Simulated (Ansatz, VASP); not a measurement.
Ta2Ga: VASP beside Ansatz

```
CELL_PARAMETERS angstrom
4.70127 0.00000 0.00000
-2.35064 4.07142 0.00000
0.00000 0.00000 2.77976
ATOMIC_POSITIONS crystal
Ta 0.33333 0.66667 0.50000
Ta 0.66667 0.33333 0.50000
Ga 0.00000 0.00000 0.00000
```

Alike in both runs: functional PBE; k mesh 12 × 12 × 16; occupations gaussian, width 0.1 eV; no spin polarisation.

Ansatz relaxed the structure, and its values are those at the end. VASP's run is a single point on that final structure, the one shown.

```csv
,VASP,Ansatz
version,VASP 6.6.1,Ansatz 0.2.0
potentials or method,"VASP PAW PBE potentials, release 64 (Ta_pv, Ga_d), cutoff 520 eV","scalar-relativistic, plane waves, PAW"
valence electrons in the cell,35,39
```

Ansatz gave:

* gap on the k mesh at the Fermi level (eV): none
* pressure (GPa): 0.0

Problem. What did VASP give for the same quantities?

Solution. gap on the k mesh at the Fermi level (eV): none; pressure (GPa): 0.2.

A gap of «none» marks a metal or a gap that the smearing closes. The functional is the same, so the differences come from potentials, cutoffs and numerics. VASP's potentials hold 35 valence electrons a cell and Ansatz's 39, so a difference there can come from the potentials and not from the codes.

Spin-orbit coupling is off throughout.
